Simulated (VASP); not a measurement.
# ZnSe (F-43m) in VASP: further runs

The runs below take ZnSe through single point, with PBE+D3(BJ), revPBE+D4.

Everything below comes from runs of VASP 6.6.1. Logs are shortened: lines on timing, memory, paths and dates and some standing lists are left out, and cuts for length are marked.

**1. The cell of the first run**

Symmetry: F-43m, No. 216, cubic system. Conventional cell: a = 5.579 Å, b = 5.579 Å, c = 5.579 Å, α = 90.00°, β = 90.00°, γ = 90.00°. Zn (site symmetry -43m) has 4 Se at 2.42 Å within 3.2 Å. Within 3.2 Å of Se (site symmetry -43m) lie 4 Zn at 2.42 Å.

**2. Single point, PBE+D3(BJ) (volume scaled by 0.96)**

INCAR reads:

```
PREC = Accurate ; ENCUT = 520
EDIFF = 1E-7 ; ISMEAR = 0
SIGMA = 0.05 ; LREAL = False
LASPH = True ; NELM = 60
ALGO = Normal ; ISIF = 2
LWAVE = False ; LCHARG = False
GGA = PE ; IVDW = 12
NBANDS = 16
```

KPOINTS reads:

```
Automatic mesh
0
Gamma
  8 8 8
```

POSCAR reads:

```
ZnSe
1.0
    0.0000000000      2.7892724420      2.7892724420
    2.7892724420      0.0000000000      2.7892724420
    2.7892724420      2.7892724420      0.0000000000
Zn Se
1 1
Direct
    0.0000000000      0.0000000000      0.0000000000
    0.7500000000      0.7500000000      0.7500000000
```

Potentials or basis: VASP PAW PBE potentials, release 64 (Zn, Se).

Command:

```console
$ cat potpaw_PBE.64/Zn/POTCAR potpaw_PBE.64/Se/POTCAR > POTCAR
$ mpirun -np 1 vasp_std > vasp.out
```

OUTCAR:

```text
PREC = Accurate
   ENCUT = 520
   EDIFF = 1E-7
   ISMEAR = 0
   LREAL = False
   LASPH = True
   NELM = 60
   ISIF = 2
   GGA = PE
   IVDW = 12
 IVDW          = 12

 ion  position               nearest neighbor table
   1  0.000  0.000  0.000-   2 2.42   2 2.42   2 2.42   2 2.42
   2  0.750  0.750  0.750-   1 2.42   1 2.42   1 2.42   1 2.42

  LATTYP: Found a face centered cubic cell.
 ALAT       =     5.5785448840

  Lattice vectors:

 A1 = (   0.0000000000,   2.7892724420,   2.7892724420)
 A2 = (   2.7892724420,   0.0000000000,   2.7892724420)
 A3 = (   2.7892724420,   2.7892724420,   0.0000000000)

Analysis of symmetry for initial positions (statically):
=====================================================================
 Subroutine PRICEL returns:
 Original cell was already a primitive cell.

 Routine SETGRP: Setting up the symmetry group for a
 face centered cubic supercell.

 Subroutine GETGRP returns: Found 24 space group operations
 (whereof 24 operations were pure point group operations)
 out of a pool of 48 trial point group operations.

The static configuration has the point symmetry T_d .

Analysis of symmetry for dynamics (positions and initial velocities):
=====================================================================
 Subroutine PRICEL returns:
 Original cell was already a primitive cell.

 Routine SETGRP: Setting up the symmetry group for a
 face centered cubic supercell.

 Subroutine GETGRP returns: Found 24 space group operations
 (whereof 24 operations were pure point group operations)
 out of a pool of 48 trial point group operations.

The dynamic configuration has the point symmetry T_d .

 Subroutine INISYM returns: Found 24 space group operations
 (whereof 24 operations are pure point group operations),
 and found     1 'primitive' translations

----------------------------------------------------------------------------------------

                                     Primitive cell

  volume of cell :      43.4013

  direct lattice vectors                    reciprocal lattice vectors
     0.000000000  2.789272442  2.789272442    -0.179258215  0.179258215  0.179258215
     2.789272442  0.000000000  2.789272442     0.179258215 -0.179258215  0.179258215
     2.789272442  2.789272442  0.000000000     0.179258215  0.179258215 -0.179258215

  length of vectors
     3.944626917  3.944626917  3.944626917     0.310484337  0.310484337  0.310484337

  position of ions in fractional coordinates (direct lattice)
     0.000000000  0.000000000  0.000000000
     0.750000000  0.750000000  0.750000000

  ion indices of the primitive-cell ions
   primitive index   ion index
                 1           1
                 2           2

----------------------------------------------------------------------------------------

 KPOINTS: Automatic mesh

Automatic generation of k-mesh.
 Grid dimensions read from file:
 generate k-points for:    8    8    8

 Generating k-lattice:

  Cartesian coordinates                     Fractional coordinates (reciprocal lattice)
    -0.022407277  0.022407277  0.022407277     0.125000000  0.000000000  0.000000000
     0.022407277 -0.022407277  0.022407277     0.000000000  0.125000000  0.000000000
     0.022407277  0.022407277 -0.022407277     0.000000000  0.000000000  0.125000000

  Length of vectors
     0.038810542  0.038810542  0.038810542

  Shift w.r.t. Gamma in fractional coordinates (k-lattice)
     0.000000000  0.000000000  0.000000000

 Subroutine IBZKPT returns following result:
 ===========================================

 Found     29 irreducible k-points:

 Following reciprocal coordinates:
            Coordinates               Weight
  0.000000  0.000000  0.000000      1.000000
  0.125000  0.000000  0.000000      8.000000
  0.250000  0.000000  0.000000      8.000000
  0.375000  0.000000  0.000000      8.000000
  0.500000  0.000000  0.000000      4.000000
  0.125000  0.125000  0.000000      6.000000
[... 16 lines left out ...]
  0.500000  0.250000  0.125000     48.000000
 -0.375000  0.250000  0.125000     24.000000
 [... further k-points ...]
   k-points           NKPTS =     29   k-points in BZ     NKDIM =     29   number of bands    NBANDS=     16
   number of dos      NEDOS =    301   number of ions     NIONS =      2
   total plane-waves  NPLWV =  27000
   dimension x,y,z NGX =    30 NGY =   30 NGZ =   30
   dimension x,y,z NGXF=    60 NGYF=   60 NGZF=   60
   ions per type =               1   1
   NGX,Y,Z   is equivalent  to a cutoff of  12.64, 12.64, 12.64 a.u.
   NGXF,Y,Z  is equivalent  to a cutoff of  25.29, 25.29, 25.29 a.u.
 SYSTEM =  unknown system
   PREC   = accura    normal or accurate (medium, high low for compatibility)
   ISTART =      0    job   : 0-new  1-cont  2-samecut
   ICHARG =      2    charge: 1-file 2-atom 10-const
   ISPIN  =      1    spin polarized calculation?
   LNONCOLLINEAR =      F non collinear calculations
   LSORBIT =      F    spin-orbit coupling
   LASPH  =      T    aspherical Exc in radial PAW
   ENCUT  =  520.0 eV  38.22 Ry    6.18 a.u.   7.33  7.33  7.33*2*pi/ulx,y,z
   NELM   =     60;   NELMIN=  2; NELMDL= -5     # of ELM steps
   EDIFF  = 0.1E-06   stopping-criterion for ELM
   LREAL  =      F    real-space projection
   EDIFFG = 0.1E-05   stopping-criterion for IOM
   NSW    =      0    number of steps for IOM
   IBRION =     -1    ionic relax: 0-MD 1-quasi-New 2-CG
   NFREE  =      0    steps in history (QN), initial steepest desc. (CG)
   ISIF   =      2    stress and relaxation
   ISYM   =      2    0-nonsym 1-usesym 2-fastsym
   POTIM  = 0.5000    time-step for ionic-motion
   TEBEG  =    0.0;   TEEND  =   0.0 temperature during run
   PSTRESS=    0.0 pullay stress
   NELECT =      18.0000    total number of electrons
   NUPDOWN=      -1.0000    fix difference up-down
   EMIN   =  10.00;   EMAX   =-10.00  energy-range for DOS
   EFERMI =   0.00;   METHOD = LEGACY
   ISMEAR =     0;   SIGMA  =   0.05  broadening in eV -4-tet -1-fermi 0-gaus
   EFERMI_NEDOS =   21; number of points for ismear=-14 and -15
   IALGO  =     38    algorithm
   IMIX   =      4    mixing-type and parameters
     AMIX     =   0.40;   BMIX     =  1.00
     AMIX_MAG =   1.60;   BMIX_MAG =  1.00
  volume/ion in A,a.u.               =      21.70       146.44
  Fermi-wavevector in a.u.,A,eV,Ry     =   1.220857  2.307085 20.279366  1.490491
  Thomas-Fermi vector in A             =   2.356060
   LORBIT       =      0    0 simple, 1 ext, 2 COOP (PROOUT), +10 PAW based schemes
   GGA     = PE    functional components
   LHFCALC =     F    Hartree Fock is set to
   AEXX    =    0.0000 exact exchange contribution
   IVDW    =    12    specifies the selected vdW correction
   LEPSILON=     F    determine dielectric tensor
   LRPA    =     F    only Hartree local field effects (RPA)
 non-spin polarized calculation
 Gauss-broadening in eV      SIGMA  =   0.05
  energy-cutoff  :      520.00
  volume of cell :       43.40
 maximum number of plane-waves:      1211
 NGX is ok and might be reduce to    30
   NGX = 15   NGY = 15   NGZ = 15

 number of electron      17.9999984 magnetization

 Free energy of the ion-electron system (eV)
  ---------------------------------------------------
  ext. energy  EPLUGINS =         0.00000000
  ---------------------------------------------------
  free energy    TOTEN  =        -5.96687372 eV

  energy without entropy =       -5.96687372  energy(sigma->0) =       -5.96687372

 E-fermi :   2.2702     XC(G=0):  -9.5405

 val. band max:        2.0331429409   @ k =   0.0000   0.0000   0.0000
 cond. band min:       3.5191220655   @ k =   0.0000   0.0000   0.0000
 fundamental gap:      1.4859791246
 Fermi energy:         2.2702071670

 k-point     1 :       0.0000    0.0000    0.0000
  band No.  band energies     occupation
      1     -11.5436      2.00000
      2      -4.6981      2.00000
      3      -4.6981      2.00000
      4      -4.6981      2.00000
      5      -4.2836      2.00000
      6      -4.2836      2.00000
[... 8 lines left out ...]
     15      13.5911      0.00000
     16      13.5911      0.00000

 k-point     2 :       0.1250    0.0000    0.0000
  band No.  band energies     occupation
      1     -11.4334      2.00000
      2      -4.6942      2.00000
      3      -4.6805      2.00000
      4      -4.6805      2.00000
      5      -4.2852      2.00000
      6      -4.2852      2.00000
[... 8 lines left out ...]
     15      12.7676      0.00000
     16      13.0127      0.00000

 k-point     3 :       0.2500    0.0000    0.0000
  band No.  band energies     occupation
      1     -11.1459      2.00000
      2      -4.6445      2.00000
      3      -4.6418      2.00000
      4      -4.6418      2.00000
      5      -4.2837      2.00000
      6      -4.2837      2.00000
[... 8 lines left out ...]
     15      12.5308      0.00000
     16      12.8369      0.00000

 k-point     4 :       0.3750    0.0000    0.0000
  band No.  band energies     occupation
      1     -10.8198      2.00000
      2      -4.6109      2.00000
      3      -4.6109      2.00000
      4      -4.4422      2.00000
      5      -4.2715      2.00000
      6      -4.2715      2.00000
[... 8 lines left out ...]
     15      13.7101      0.00000
     16      13.7101      0.00000
[... 324 lines left out ...]
 k-point    22 :       0.3750    0.2500    0.1250
  band No.  band energies     occupation
      1     -10.9199      2.00000
      2      -4.6660      2.00000
      3      -4.5858      2.00000
      4      -4.5602      2.00000
      5      -4.3010      2.00000
      6      -4.2557      2.00000
[... 8 lines left out ...]
     15      14.4656      0.00000
     16      15.7488      0.00000

 k-point    23 :       0.5000    0.2500    0.1250
  band No.  band energies     occupation
      1     -10.6466      2.00000
      2      -4.5990      2.00000
      3      -4.5594      2.00000
      4      -4.4259      2.00000
      5      -4.2709      2.00000
      6      -4.2181      2.00000
[... 8 lines left out ...]
     15      14.8496      0.00000
     16      15.9388      0.00000

 k-point    24 :      -0.3750    0.2500    0.1250
  band No.  band energies     occupation
      1     -10.5242      2.00000
      2      -4.5879      2.00000
      3      -4.5426      2.00000
      4      -4.3240      2.00000
      5      -4.2766      2.00000
      6      -4.0519      2.00000
[... 8 lines left out ...]
     15      14.9547      0.00000
     16      15.8216      0.00000

 [... further k-points ...]

------------------------ aborting loop because EDIFF is reached ----------------------------------------

 Edisp (eV)   -0.67925

 E8    (eV) :    -0.2845

  FORCE on cell =-STRESS in cart. coord.  units (eV):
  Direction    XX          YY          ZZ          XY          YZ          ZX
  --------------------------------------------------------------------------------------
  -------------------------------------------------------------------------------------
  Total       0.84590     0.84590     0.84590    -0.00000    -0.00000     0.00000
  in kB      31.22669    31.22669    31.22669    -0.00000    -0.00000     0.00000
  external pressure =       31.23 kB  Pullay stress =        0.00 kB

 VOLUME and BASIS-vectors are now :
 -----------------------------------------------------------------------------
  energy-cutoff  :      520.00
  volume of cell :       43.40
      direct lattice vectors                 reciprocal lattice vectors
     0.000000000  2.789272442  2.789272442    -0.179258215  0.179258215  0.179258215
     2.789272442  0.000000000  2.789272442     0.179258215 -0.179258215  0.179258215
     2.789272442  2.789272442  0.000000000     0.179258215  0.179258215 -0.179258215

 POSITION                                       TOTAL-FORCE (eV/Angst)
 -----------------------------------------------------------------------------------
      0.00000      0.00000      0.00000        -0.000000     -0.000000     -0.000000
      4.18391      4.18391      4.18391         0.000000      0.000000      0.000000
 -----------------------------------------------------------------------------------
    total drift:                               -0.000000     -0.000000     -0.000001

  FREE ENERGIE OF THE ION-ELECTRON SYSTEM (eV)
  ---------------------------------------------------
  free  energy   TOTEN  =        -6.6461243908 eV

  energy  without entropy=       -6.6461243908  energy(sigma->0) =       -6.64612439
```

Run time: 19 s. Hardware: 1 thread of Intel Xeon Platinum 8488C (Sapphire Rapids), shared host; peak memory 0.18 GiB.

Results:

```yaml
Free_energy: -6.6461 eV
Pressure: 3.1 GPa
Band_gap_on_the_k_mesh: 1.49 eV, direct
Dispersion_energy_per_atom: -0.340 eV
```

**3. Single point, revPBE+D4 (volume scaled by 0.96)**

INCAR reads:

```
PREC = Accurate ; ENCUT = 520
EDIFF = 1E-6 ; ISMEAR = 0
SIGMA = 0.05 ; LREAL = F
LASPH = T ; NELM = 60
ALGO = Normal ; ISIF = 2
LWAVE = F ; LCHARG = T
GGA = RE ; IVDW = 13
LELF = T ; LVHAR = T
NBANDS = 16
```

KPOINTS is that of step 2.

POSCAR reads:

```
ZnSe
1.0
    0.0000000000      2.7836746023      2.7836746023
    2.7836746023      0.0000000000      2.7836746023
    2.7836746023      2.7836746023      0.0000000000
Zn Se
1 1
Direct
    0.0000000000      0.0000000000      0.0000000000
    0.7500000000      0.7500000000      0.7500000000
```

Potentials or basis: VASP PAW PBE potentials, release 64 (Zn, Se).

Command:

```console
$ cat potpaw_PBE.64/Zn/POTCAR potpaw_PBE.64/Se/POTCAR > POTCAR
$ mpirun -np 1 vasp_std > vasp.out
```

OUTCAR:

```text
PREC = Accurate
   ENCUT = 520
   EDIFF = 1E-6
   ISMEAR = 0
   LREAL = F
   LASPH = T
   NELM = 60
   ISIF = 2
   GGA = RE
   IVDW = 13

 ion  position               nearest neighbor table
   1  0.000  0.000  0.000-   2 2.41   2 2.41   2 2.41   2 2.41
   2  0.750  0.750  0.750-   1 2.41   1 2.41   1 2.41   1 2.41

  LATTYP: Found a face centered cubic cell.
 ALAT       =     5.5673492046

  Lattice vectors:

 A1 = (   0.0000000000,   2.7836746023,   2.7836746023)
 A2 = (   2.7836746023,   0.0000000000,   2.7836746023)
 A3 = (   2.7836746023,   2.7836746023,   0.0000000000)

Analysis of symmetry for initial positions (statically):
=====================================================================
 Subroutine PRICEL returns:
 Original cell was already a primitive cell.

 Routine SETGRP: Setting up the symmetry group for a
 face centered cubic supercell.

 Subroutine GETGRP returns: Found 24 space group operations
 (whereof 24 operations were pure point group operations)
 out of a pool of 48 trial point group operations.

The static configuration has the point symmetry T_d .

[... 160 lines left out ...]

 E-fermi :   2.3811     XC(G=0):  -9.4251

 val. band max:        2.1710962884   @ k =   0.0000   0.0000   0.0000
 cond. band min:       3.7985415636   @ k =   0.0000   0.0000   0.0000
 fundamental gap:      1.6274452752
 Fermi energy:         2.3811164550

 k-point     1 :       0.0000    0.0000    0.0000
  band No.  band energies     occupation
      1     -11.4204      2.00000
      2      -4.5544      2.00000
      3      -4.5544      2.00000
      4      -4.5544      2.00000
      5      -4.1313      2.00000
      6      -4.1313      2.00000
[... 433 lines left out ...]
      3      -4.3961      2.00000
      4      -4.1722      2.00000
      5      -4.1241      2.00000
      6      -3.8964      2.00000
[... 8 lines left out ...]
     15      15.1967      0.00000
     16      16.0577      0.00000

 [... further k-points ...]

------------------------ aborting loop because EDIFF is reached ----------------------------------------

  DFT-D4 for vdW energy calculation

  Edisp (eV):   -1.17078

  FORCE on cell =-STRESS in cart. coord.  units (eV):
  Direction    XX          YY          ZZ          XY          YZ          ZX
  --------------------------------------------------------------------------------------
  -------------------------------------------------------------------------------------
  Total       0.84234     0.84234     0.84234     0.00000     0.00000     0.00000
  in kB      31.28317    31.28317    31.28317     0.00000     0.00000     0.00000
  external pressure =       31.28 kB  Pullay stress =        0.00 kB

 VOLUME and BASIS-vectors are now :
 -----------------------------------------------------------------------------
  energy-cutoff  :      520.00
  volume of cell :       43.14
      direct lattice vectors                 reciprocal lattice vectors
     0.000000000  2.783674602  2.783674602    -0.179618695  0.179618695  0.179618695
     2.783674602  0.000000000  2.783674602     0.179618695 -0.179618695  0.179618695
     2.783674602  2.783674602  0.000000000     0.179618695  0.179618695 -0.179618695

 POSITION                                       TOTAL-FORCE (eV/Angst)
 -----------------------------------------------------------------------------------
      0.00000      0.00000      0.00000        -0.000000     -0.000000     -0.000000
      4.17551      4.17551      4.17551         0.000000      0.000000      0.000000
 -----------------------------------------------------------------------------------
    total drift:                               -0.000001     -0.000001     -0.000001

  FREE ENERGIE OF THE ION-ELECTRON SYSTEM (eV)
  ---------------------------------------------------
  free  energy   TOTEN  =        -6.5203565055 eV

  energy  without entropy=       -6.5203565055  energy(sigma->0) =       -6.52035651
```

OSZICAR:

```text
N       E                     dE             d eps       ncg     rms          rms(c)
DAV:   1     0.884767275196E+02    0.88477E+02   -0.87635E+03   928   0.129E+03
DAV:   2     0.332822426135E-01   -0.88443E+02   -0.83142E+02  1048   0.254E+02
DAV:   3    -0.557121345235E+01   -0.56045E+01   -0.55815E+01  1112   0.626E+01
DAV:   4    -0.561639101752E+01   -0.45178E-01   -0.45172E-01  1152   0.586E+00
DAV:   5    -0.561659386433E+01   -0.20285E-03   -0.20285E-03  1112   0.365E-01    0.539E+00
DAV:   6    -0.536472049500E+01    0.25187E+00   -0.49201E-01  1384   0.235E+01    0.404E+00
DAV:   7    -0.534689110126E+01    0.17829E-01   -0.16128E-01  1008   0.354E+00    0.168E+00
DAV:   8    -0.534862136014E+01   -0.17303E-02   -0.56109E-03  1160   0.805E-01    0.477E-01
DAV:   9    -0.534934360547E+01   -0.72225E-03   -0.15976E-03  1080   0.288E-01    0.691E-02
DAV:  10    -0.534957999890E+01   -0.23639E-03   -0.39893E-04  1088   0.137E-01    0.298E-02
DAV:  11    -0.534957017254E+01    0.98264E-05   -0.61721E-05  1096   0.647E-02    0.685E-03
DAV:  12    -0.534957312528E+01   -0.29527E-05   -0.99073E-06  1160   0.182E-02    0.403E-03
DAV:  13    -0.534957356576E+01   -0.44048E-06   -0.11024E-06  1064   0.766E-03
   1 F= -.65203565E+01 E0= -.65203565E+01  d E =-.359591E-11
```

Run time: 19 s. Hardware: 1 thread of Intel Xeon Platinum 8488C (Sapphire Rapids), shared host; peak memory 0.17 GiB.

What came out:

```yaml
Free_energy: -6.5204 eV
Pressure: 3.1 GPa
Band_gap_on_the_k_mesh: 1.63 eV, direct
Dispersion_energy_per_atom: -0.585 eV
```

Caveat: the PAW data sets were made with another functional, which shifts forces and pressure a little.
